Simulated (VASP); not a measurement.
# Pb (Fm-3m) in VASP: further runs

Runs on Pb. Level: r2SCAN. Tasks: single point.

Everything below comes from runs of VASP 6.6.1. Logs are shortened: lines on timing, memory, paths and dates and some standing lists are left out, and cuts for length are marked.

## 1. The cell of the first run

Symmetry: Fm-3m, No. 225, cubic system. Conventional cell: a = 4.994 Å, b = 4.994 Å, c = 4.994 Å, α = 90.00°, β = 90.00°, γ = 90.00°. Pb (site symmetry m-3m) has 12 Pb at 3.53 Å within 4.6 Å.

## 2. Single point, r2SCAN

Contents of POSCAR:

```
Pb
1.0
    0.0000000000      2.4971628562      2.4971628562
    2.4971628562      0.0000000000      2.4971628562
    2.4971628562      2.4971628562      0.0000000000
Pb
1
Direct
    0.0000000000      0.0000000000      0.0000000000
```

Contents of INCAR.step1:

```
SYSTEM = Pb
  PREC = Accurate
  ENCUT = 520
  ISMEAR = 0
  SIGMA = 0.05
  LREAL = .False.
  LASPH = .True.
  NELM = 60
  NBANDS = 13
  GGA = PE
  ALGO = Normal
  EDIFF = 1E-4
  LWAVE = .True.
  LCHARG = .False.
```

Contents of INCAR.step2:

```
SYSTEM = Pb
  PREC = Accurate
  ENCUT = 520
  EDIFF = 1E-6
  ISMEAR = 0
  SIGMA = 0.05
  LREAL = .False.
  LASPH = .True.
  NELM = 60
  ALGO = Normal
  ISIF = 2
  LWAVE = .False.
  LCHARG = .False.
  METAGGA = R2SCAN
  LMIXTAU = .True.
  NBANDS = 13
  ISTART = 1
```

Contents of KPOINTS:

```
regular mesh
0
Gamma
  14 14 14
  0 0 0
```

Potentials or basis: VASP PAW PBE potentials, release 64 (Pb_d).

Run with:

```sh
$ cat potpaw_PBE.64/Pb_d/POTCAR > POTCAR
$ cp INCAR.step1 INCAR
$ mpirun -np 1 vasp_std > vasp.out
$ cp INCAR.step2 INCAR
$ mpirun -np 1 vasp_std > vasp.out
```

OUTCAR:

```text
SYSTEM = Pb
   PREC = Accurate
   ENCUT = 520
   EDIFF = 1E-6
   ISMEAR = 0
   LREAL = .False.
   LASPH = .True.
   NELM = 60
   ISIF = 2
   METAGGA = R2SCAN
   ISTART = 1

 ion  position               nearest neighbor table
   1  0.000  0.000  0.000-

  LATTYP: Found a face centered cubic cell.
 ALAT       =     4.9943257124

  Lattice vectors:

 A1 = (   0.0000000000,   2.4971628562,   2.4971628562)
 A2 = (   2.4971628562,   0.0000000000,   2.4971628562)
 A3 = (   2.4971628562,   2.4971628562,   0.0000000000)

Analysis of symmetry for initial positions (statically):
=====================================================================
 Subroutine PRICEL returns:
 Original cell was already a primitive cell.

 Routine SETGRP: Setting up the symmetry group for a
 face centered cubic supercell.

 Subroutine GETGRP returns: Found 48 space group operations
 (whereof 48 operations were pure point group operations)
 out of a pool of 48 trial point group operations.

The static configuration has the point symmetry O_h .

Analysis of symmetry for dynamics (positions and initial velocities):
=====================================================================
 Subroutine PRICEL returns:
 Original cell was already a primitive cell.

 Routine SETGRP: Setting up the symmetry group for a
 face centered cubic supercell.

 Subroutine GETGRP returns: Found 48 space group operations
 (whereof 48 operations were pure point group operations)
 out of a pool of 48 trial point group operations.

The dynamic configuration has the point symmetry O_h .

 Subroutine INISYM returns: Found 48 space group operations
 (whereof 48 operations are pure point group operations),
 and found     1 'primitive' translations

----------------------------------------------------------------------------------------

                                     Primitive cell

  volume of cell :      31.1437

  direct lattice vectors                    reciprocal lattice vectors
     0.000000000  2.497162856  2.497162856    -0.200227229  0.200227229  0.200227229
     2.497162856  0.000000000  2.497162856     0.200227229 -0.200227229  0.200227229
     2.497162856  2.497162856  0.000000000     0.200227229  0.200227229 -0.200227229

  length of vectors
     3.531521579  3.531521579  3.531521579     0.346803734  0.346803734  0.346803734

  position of ions in fractional coordinates (direct lattice)
     0.000000000  0.000000000  0.000000000

  ion indices of the primitive-cell ions
   primitive index   ion index
                 1           1

----------------------------------------------------------------------------------------

 KPOINTS: regular mesh

Automatic generation of k-mesh.
 Grid dimensions read from file:
 generate k-points for:   14   14   14

 Generating k-lattice:

  Cartesian coordinates                     Fractional coordinates (reciprocal lattice)
    -0.014301945  0.014301945  0.014301945     0.071428571  0.000000000  0.000000000
     0.014301945 -0.014301945  0.014301945     0.000000000  0.071428571  0.000000000
     0.014301945  0.014301945 -0.014301945     0.000000000  0.000000000  0.071428571

  Length of vectors
     0.024771695  0.024771695  0.024771695

  Shift w.r.t. Gamma in fractional coordinates (k-lattice)
     0.000000000  0.000000000  0.000000000

 Subroutine IBZKPT returns following result:
 ===========================================

 Found    104 irreducible k-points:

 Following reciprocal coordinates:
            Coordinates               Weight
  0.000000  0.000000  0.000000      1.000000
  0.071429  0.000000  0.000000      8.000000
  0.142857  0.000000  0.000000      8.000000
  0.214286  0.000000  0.000000      8.000000
  0.285714  0.000000  0.000000      8.000000
  0.357143  0.000000  0.000000      8.000000
[... 16 lines left out ...]
  0.214286  0.142857  0.000000     24.000000
  0.285714  0.142857  0.000000     24.000000
 [... further k-points ...]
   k-points           NKPTS =    104   k-points in BZ     NKDIM =    104   number of bands    NBANDS=     13
   number of dos      NEDOS =    301   number of ions     NIONS =      1
   total plane-waves  NPLWV =  21952
   dimension x,y,z NGX =    28 NGY =   28 NGZ =   28
   dimension x,y,z NGXF=    56 NGYF=   56 NGZF=   56
   ions per type =               1
   NGX,Y,Z   is equivalent  to a cutoff of  13.18, 13.18, 13.18 a.u.
   NGXF,Y,Z  is equivalent  to a cutoff of  26.36, 26.36, 26.36 a.u.
 SYSTEM =  Pb
   PREC   = accura    normal or accurate (medium, high low for compatibility)
   ISTART =      1    job   : 0-new  1-cont  2-samecut
   ICHARG =      0    charge: 1-file 2-atom 10-const
   ISPIN  =      1    spin polarized calculation?
   LNONCOLLINEAR =      F non collinear calculations
   LSORBIT =      F    spin-orbit coupling
   LASPH  =      T    aspherical Exc in radial PAW
   ENCUT  =  520.0 eV  38.22 Ry    6.18 a.u.   6.57  6.57  6.57*2*pi/ulx,y,z
   NELM   =     60;   NELMIN=  2; NELMDL=  0     # of ELM steps
   EDIFF  = 0.1E-05   stopping-criterion for ELM
   LREAL  =      F    real-space projection
   EDIFFG = 0.1E-04   stopping-criterion for IOM
   NSW    =      0    number of steps for IOM
   IBRION =     -1    ionic relax: 0-MD 1-quasi-New 2-CG
   NFREE  =      0    steps in history (QN), initial steepest desc. (CG)
   ISIF   =      2    stress and relaxation
   ISYM   =      2    0-nonsym 1-usesym 2-fastsym
   POTIM  = 0.5000    time-step for ionic-motion
   TEBEG  =    0.0;   TEEND  =   0.0 temperature during run
   PSTRESS=    0.0 pullay stress
   NELECT =      14.0000    total number of electrons
   NUPDOWN=      -1.0000    fix difference up-down
   EMIN   =  10.00;   EMAX   =-10.00  energy-range for DOS
   EFERMI =   0.00;   METHOD = LEGACY
   ISMEAR =     0;   SIGMA  =   0.05  broadening in eV -4-tet -1-fermi 0-gaus
   EFERMI_NEDOS =   21; number of points for ismear=-14 and -15
   IALGO  =     38    algorithm
   IMIX   =      4    mixing-type and parameters
     AMIX     =   0.40;   BMIX     =  1.00
     AMIX_MAG =   1.60;   BMIX_MAG =  1.00
  volume/ion in A,a.u.               =      31.14       210.17
  Fermi-wavevector in a.u.,A,eV,Ry     =   1.254086  2.369879 21.398313  1.572732
  Thomas-Fermi vector in A             =   2.387908
   LORBIT       =      0    0 simple, 1 ext, 2 COOP (PROOUT), +10 PAW based schemes
   METAGGA = R2SCAN    functional components
   LHFCALC =     F    Hartree Fock is set to
   AEXX    =    0.0000 exact exchange contribution
   IVDW    =     0    specifies the selected vdW correction
   LEPSILON=     F    determine dielectric tensor
   LRPA    =     F    only Hartree local field effects (RPA)
 non-spin polarized calculation
 Gauss-broadening in eV      SIGMA  =   0.05
  energy-cutoff  :      520.00
  volume of cell :       31.14
 maximum number of plane-waves:       872
 NGX is ok and might be reduce to    28
   NGX = 13   NGY = 13   NGZ = 13

 number of electron      14.0000001 magnetization

 Free energy of the ion-electron system (eV)
  ---------------------------------------------------
  ext. energy  EPLUGINS =         0.00000000
  ---------------------------------------------------
  free energy    TOTEN  =       -56.28320307 eV

  energy without entropy =      -56.28234022  energy(sigma->0) =      -56.28277165

 E-fermi :   6.9647     XC(G=0): -10.7812

 val. band max:        6.9644717710   @ k =   0.3571   0.2143   0.0000
 cond. band min:       6.9682478643   @ k =  -0.2857   0.2857   0.0714
 fundamental gap:      0.0037760932
 Fermi energy:         6.9646641915

 k-point     1 :       0.0000    0.0000    0.0000
  band No.  band energies     occupation
      1     -10.7774      2.00000
      2     -10.7774      2.00000
      3     -10.7774      2.00000
      4     -10.6409      2.00000
      5     -10.6409      2.00000
      6      -5.1843      2.00000
      7      14.4397      0.00000
      8      14.4397      0.00000
      9      14.4397      0.00000
     10      17.3278      0.00000
     11      18.8662      0.00000
     12      19.8337      0.00000
     13      19.8337      0.00000

 k-point     2 :       0.0714    0.0000    0.0000
  band No.  band energies     occupation
      1     -10.7775      2.00000
      2     -10.7700      2.00000
      3     -10.7700      2.00000
      4     -10.6414      2.00000
      5     -10.6414      2.00000
      6      -5.0839      2.00000
      7      13.2660      0.00000
      8      14.3132      0.00000
      9      14.3132      0.00000
     10      17.0433      0.00000
     11      19.3809      0.00000
     12      20.0582      0.00000
     13      20.0582      0.00000

 k-point     3 :       0.1429    0.0000    0.0000
  band No.  band energies     occupation
      1     -10.7785      2.00000
      2     -10.7534      2.00000
      3     -10.7534      2.00000
      4     -10.6385      2.00000
      5     -10.6385      2.00000
      6      -4.7827      2.00000
      7      11.0765      0.00000
      8      13.9917      0.00000
      9      13.9917      0.00000
     10      16.7075      0.00000
     11      20.2720      0.00000
     12      20.5618      0.00000
     13      20.5634      0.00000
[... 305 lines left out ...]
 k-point    23 :       0.2143    0.1429    0.0000
  band No.  band energies     occupation
      1     -10.8171      2.00000
      2     -10.7075      2.00000
      3     -10.7001      2.00000
      4     -10.6775      2.00000
      5     -10.6022      2.00000
      6      -4.2827      2.00000
      7      10.2711      0.00000
      8      12.1579      0.00000
      9      12.4707      0.00000
     10      15.9797      0.00000
     11      17.1350      0.00000
     12      21.6259      0.00000
     13      22.6866      0.00000

 k-point    24 :       0.2857    0.1429    0.0000
  band No.  band energies     occupation
      1     -10.8174      2.00000
      2     -10.7204      2.00000
      3     -10.6926      2.00000
      4     -10.6509      2.00000
      5     -10.5718      2.00000
      6      -3.7234      2.00000
      7       8.2034      0.00000
      8      11.7338      0.00000
      9      11.9774      0.00000
     10      15.8579      0.00000
     11      17.4491      0.00000
     12      21.1670      0.00000
     13      22.0213      0.00000

 [... further k-points ...]

------------------------ aborting loop because EDIFF is reached ----------------------------------------

  FORCE on cell =-STRESS in cart. coord.  units (eV):
  Direction    XX          YY          ZZ          XY          YZ          ZX
  --------------------------------------------------------------------------------------
  -------------------------------------------------------------------------------------
  Total       -0.0006249     -0.0006249     -0.0006249     -0.0000000      0.0000000      0.0000000
  in kB       -0.0321459     -0.0321459     -0.0321459     -0.0000000      0.0000000      0.0000000
  external PRESSURE =      -0.0321459 kB  Pullay stress =       0.0000000 kB

 VOLUME and BASIS-vectors are now :
 -----------------------------------------------------------------------------
  energy-cutoff  :      520.00
  volume of cell :       31.14
      direct lattice vectors                 reciprocal lattice vectors
     0.000000000  2.497162856  2.497162856    -0.200227229  0.200227229  0.200227229
     2.497162856  0.000000000  2.497162856     0.200227229 -0.200227229  0.200227229
     2.497162856  2.497162856  0.000000000     0.200227229  0.200227229 -0.200227229

 POSITION                                       TOTAL-FORCE (eV/Angst)
 -----------------------------------------------------------------------------------
      0.00000      0.00000      0.00000         0.000000      0.000000      0.000000
 -----------------------------------------------------------------------------------
    total drift:                               -0.000000     -0.000000     -0.000000

  FREE ENERGIE OF THE ION-ELECTRON SYSTEM (eV)
  ---------------------------------------------------
  free  energy   TOTEN  =       -56.2832030710 eV

  energy  without entropy=      -56.2823402199  energy(sigma->0) =      -56.28277165
```

Run time: 4 min. Hardware: 1 thread of Intel Xeon 8259CL, shared host; peak memory 0.19 GiB.

Results:

```yaml
Free_energy: -56.2832 eV
Pressure: 0.0 GPa
Band_gap_on_the_k_mesh: zero (bands 7 and 8 overlap by 9.05 eV)
```

Caveat: the PAW data sets were made with another functional, which shifts forces and pressure a little; spin-orbit coupling is left out, which moves the levels of the heavy elements.

## 3. Single point, r2SCAN (31.81 Å³/atom)

This run uses another cell than the first one, of 31.81 Å³/atom.

Contents of POSCAR:

```
Pb
1.0
    0.0000000000      2.5148540385      2.5148540385
    2.5148540385      0.0000000000      2.5148540385
    2.5148540385      2.5148540385      0.0000000000
Pb
1
Direct
    0.0000000000      0.0000000000      0.0000000000
```

Contents of INCAR.step1:

```
ALGO     = Normal         # electronic algorithm
EDIFF    = 1E-4           # SCF threshold, eV
ENCUT    = 520            # plane-wave cutoff, eV
GGA      = PE             # functional
ISMEAR   = 0              # smearing method
LASPH    = True           # aspherical terms in the spheres
LCHARG   = False          # write CHGCAR
LREAL    = False          # projectors in reciprocal space
LWAVE    = True           # write WAVECAR
NBANDS   = 13             # bands
NELM     = 60             # most SCF steps
PREC     = Accurate       # precision mode
SIGMA    = 0.05           # smearing width, eV
```

Contents of INCAR.step2:

```
ALGO     = Normal         # electronic algorithm
EDIFF    = 1E-6           # SCF threshold, eV
ENCUT    = 520            # plane-wave cutoff, eV
ISIF     = 2              # what is computed and relaxed
ISMEAR   = 0              # smearing method
ISTART   = 1            
LASPH    = True           # aspherical terms in the spheres
LCHARG   = False          # write CHGCAR
LMIXTAU  = True         
LREAL    = False          # projectors in reciprocal space
LWAVE    = False          # write WAVECAR
METAGGA  = R2SCAN         # meta-GGA
NBANDS   = 13             # bands
NELM     = 60             # most SCF steps
PREC     = Accurate       # precision mode
SIGMA    = 0.05           # smearing width, eV
```

Contents of KPOINTS:

```
k-points
0
Gamma
  14 14 14
```

Potentials or basis: VASP PAW PBE potentials, release 64 (Pb_d).

Run with:

```sh
$ cat potpaw_PBE.64/Pb_d/POTCAR > POTCAR
$ cp INCAR.step1 INCAR
$ mpirun -np 1 vasp_std > vasp.out
$ cp INCAR.step2 INCAR
$ mpirun -np 1 vasp_std > vasp.out
```

Run time: 3.8 min. Hardware: 1 thread of Intel Xeon 8259CL, shared host; peak memory 0.19 GiB.

Results (log left out):

| Property | Result |
| --- | --- |
| Free energy | -56.2817 eV |
| Pressure | -0.9 GPa |
| Band gap on the k mesh | zero (bands 7 and 8 overlap by 8.83 eV) |

Levels at points of the mesh, in eV from the Fermi level:
```tsv
k point	band 3	band 4	band 5	band 6	band 7	band 8	band 9	band 10	band 11	band 12
(0.00, 0.00, 0.00)	-17.71	-17.58	-17.58	-11.99	7.32	7.32	7.32	10.36	11.63	12.73
(0.50, 0.00, 0.00)	-17.70	-17.46	-17.46	-8.46	-4.16	5.50	5.50	9.61	9.90	11.49
(0.50, 0.50, 0.00)	-17.47	-17.42	-17.42	-7.07	-3.28	2.05	2.05	5.75	6.86	19.00
```

Caveat: the PAW data sets were made with another functional, which shifts forces and pressure a little; spin-orbit coupling is left out, which moves the levels of the heavy elements.

## 4. Single point, r2SCAN

This run uses another cell than the first one, of 32.05 Å³/atom.

Contents of POSCAR:

```
Pb
1.0
    0.0000000000      2.5212142557      2.5212142557
    2.5212142557      0.0000000000      2.5212142557
    2.5212142557      2.5212142557      0.0000000000
Pb
1
Direct
    0.0000000000      0.0000000000      0.0000000000
```

Contents of INCAR.step1:

```
SYSTEM = Pb
ALGO = Normal ; EDIFF = 1E-4
ENCUT = 520 ; GGA = PE
ISMEAR = 0 ; LASPH = .True.
LCHARG = .False. ; LREAL = .False.
LWAVE = .True. ; NBANDS = 13
NELM = 100 ; PREC = Accurate
SIGMA = 0.05
```

Contents of INCAR.step2:

```
SYSTEM = Pb
ALGO = Normal ; EDIFF = 1E-6
ENCUT = 520 ; ISIF = 2
ISMEAR = 0 ; ISTART = 1
LASPH = .True. ; LCHARG = .False.
LMIXTAU = .True. ; LREAL = .False.
LWAVE = .False. ; METAGGA = R2SCAN
NBANDS = 13 ; NELM = 100
PREC = Accurate ; SIGMA = 0.05
```

Contents of KPOINTS:

```
k-points
0
Gamma
  14 14 14
  0 0 0
```

Run with:

```sh
$ cat potpaw_PBE.64/Pb_d/POTCAR > POTCAR
$ cp INCAR.step1 INCAR
$ mpirun -np 1 vasp_std > vasp.out
$ cp INCAR.step2 INCAR
$ mpirun -np 1 vasp_std > vasp.out
```

It took 3.8 min on 1 thread of Intel Xeon 8259CL, shared host; peak memory 0.19 GiB.

It converged, with:

| Quantity | Value |
| --- | --- |
| Free energy | -56.2803 eV |
| Pressure | -1.1 GPa |
| Band gap on the k mesh | zero (bands 7 and 8 overlap by 8.75 eV) |

Levels at points of the mesh, in eV from the Fermi level:
```
           k point  band 4  band 5  band 6  band 7  band 8  band 9  band 10  band 11
(0.00, 0.00, 0.00)  -17.57  -17.57  -11.93    7.26    7.26    7.26    10.36    11.54
(0.50, 0.00, 0.00)  -17.45  -17.45   -8.44   -4.11    5.47    5.47     9.55     9.90
(0.50, 0.50, 0.00)  -17.42  -17.42   -7.08   -3.25    2.04    2.04     5.73     6.84
```

Caveat: the PAW data sets were made with another functional, which shifts forces and pressure a little; spin-orbit coupling is left out, which moves the levels of the heavy elements.

## 5. Overview

| cell | gap on the mesh (eV) | pressure (GPa) |
| --- | --- | --- |
| a = 3.532 Å, angles 60.0°, 1 atom | none | 0.0 |
| a = 3.557 Å, angles 60.0°, 1 atom | none | -0.9 |
| a = 3.566 Å, angles 60.0°, 1 atom | none | -1.1 |

Alike in all rows: task single point; level r2SCAN; potentials or basis VASP PAW PBE potentials, release 64 (Pb_d); no spin polarisation; k mesh 14 × 14 × 14; cutoff (eV) 520; smearing gaussian 0.05 eV.

Caveats: the PAW data sets were made with another functional, which shifts forces and pressure a little; spin-orbit coupling is left out, which moves the levels of the heavy elements.

Absolute energies hang on the potentials; compare differences alone.
